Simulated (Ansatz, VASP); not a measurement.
# One calculation of C, two programs

```
C
1.0
     0.00000    1.79518    1.79518
     1.79518    0.00000    1.79518
     1.79518    1.79518    0.00000
C
2
Direct
  0.75000 0.75000 0.75000
  0.50000 0.50000 0.50000
```

Alike in both runs: task single point; functional PBE-based screened hybrid with a share of 0.25 of exact exchange and HFSCREEN = 0.3; k mesh 7 × 7 × 7; occupations fermi-dirac, width 0.05 eV; no spin polarisation.

|  | VASP | Ansatz |
| --- | --- | --- |
| version | VASP 6.6.1 | Ansatz 0.2.0 |
| potentials or method | VASP PAW PBE potentials, release 64 (C) | Ansatz PAW |
| plane-wave cutoff (eV) | 520 | 420 |
| valence electrons in the cell | 8 | 8 |

|  | VASP | Ansatz | Ansatz less VASP |
| --- | --- | --- | --- |
| gap on the k mesh at the Fermi level (eV) | 5.13 | 5.13 | +0.008 |
| least direct gap on the mesh (eV) | 6.69 | 6.69 | +0.006 |
| pressure (GPa) | -15.3 | -16.1 | -0.77 |

VASP's potentials were made for PBE, not for PBE-based screened hybrid.

The k mesh is coarse, so the values compare programs but aren't converged. Noted on Ansatz's run: odd divisions of the mesh miss points on the zone boundary, where band edges often lie, so the gap on the mesh can be too wide.
